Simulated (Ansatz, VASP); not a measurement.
**NaI in VASP and in Ansatz**

File INCAR:

```
SYSTEM = NaI
  PREC = Accurate
  ENCUT = 520
  EDIFF = 1E-8
  ISMEAR = -1
  SIGMA = 0.02
  LREAL = .False.
  LASPH = .True.
  NELM = 60
  ALGO = Normal
  ISIF = 2
  LWAVE = .False.
  LCHARG = .False.
  LEFG = .True.
  NBANDS = 14
```

File KPOINTS:

```
regular mesh
0
Gamma
  8 8 8
  0 0 0
```

Contents of POSCAR:

```
NaI
1.0
    0.0000000000      3.2471522385      3.2471522385
    3.2471522385      0.0000000000      3.2471522385
    3.2471522385      3.2471522385      0.0000000000
Na I
1 1
Direct
    0.0000000000      0.0000000000      0.0000000000
    0.5000000000      0.5000000000      0.5000000000
```

Input for Ansatz:

```yaml
crystal:
  lattice:
    - [0.0, 3.2471522385, 3.2471522385]
    - [3.2471522385, 0.0, 3.2471522385]
    - [3.2471522385, 3.2471522385, 0.0]
  atoms:
    - { symbol: Na, position: [0.0, 0.0, 0.0] }
    - { symbol: I, position: [0.5, 0.5, 0.5] }
kpoints:
  mp_grid: { grid: [8, 8, 8] }
scf:
  occupations: { method: fermi_dirac, width: 0.02 }
hamiltonian:
  xc: lda
  pseudopotentials: { kind: all_electron, datasets: crystal }
output:
  forces: true
  stress: true
  eigenvalues: true
  efg: { contact_densities: true }
```

Change from the starting cell: volume scaled by 1.01, crystal datasets.

Alike in both runs: task electric field gradients; functional LDA; k mesh 8 × 8 × 8; occupations fermi-dirac, width 0.02 eV; no spin polarisation.

|  | VASP | Ansatz |
| --- | --- | --- |
| version | VASP 6.6.1 | Ansatz 0.2.0 |
| potentials or method | VASP PAW LDA potentials, release 64 (Na_pv, I), cutoff 520 eV | all-electron PAW with datasets made for the crystal, scalar-relativistic |

|  | VASP | Ansatz | Ansatz less VASP |
| --- | --- | --- | --- |
| gap on the k mesh at the Fermi level (eV) | 3.32 | 3.31 | -0.013 |
| pressure (GPa) | -1.7 | -1.8 | -0.01 |

LDA's correlation is that of Perdew and Zunger in VASP and of Perdew and Wang (1992) in Ansatz. Ansatz ran all-electron here, and VASP with PAW potentials.

Spin-orbit coupling is off throughout.
